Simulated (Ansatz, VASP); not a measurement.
**Two plane-wave programs on P2Se2O**

```
P Se O
1.0
     3.74423    0.00000    0.00000
     0.00000    3.74423    0.00000
     0.00000    0.00000    4.54490
P Se O
2 2 1
Direct
  0.50000 0.50000 0.03518
  0.00000 0.00000 0.93278
  0.50000 0.50000 0.48539
  0.00000 0.00000 0.29299
  0.00000 0.00000 0.58205
```

Alike in both runs: task single point; functional PBE; dispersion D3(BJ); k mesh 4 × 4 × 4; occupations gaussian, width 0.1 eV; no spin polarisation.

```csv
,VASP,Ansatz
version,VASP 6.6.1,Ansatz 0.2.0
potentials or method,"VASP PAW PBE potentials, release 64 (P, Se, O), cutoff 520 eV","scalar-relativistic, plane waves, PAW"
valence electrons in the cell,28,48
```

|  | VASP | Ansatz | Ansatz less VASP |
| --- | --- | --- | --- |
| gap on the k mesh at the Fermi level (eV) | none | none | - |
| rms of the force components (eV/Å) | 11.889 | 11.936 | +0.0468 |

Atom by atom the forces differ by 0.258 eV/Å (rms over components). A gap of «none» marks a metal or a gap that the smearing closes. VASP's potentials hold 28 valence electrons a cell and Ansatz's 48, so a difference there can come from the potentials and not from the codes.

The k mesh is coarse, so the values compare programs but aren't converged.
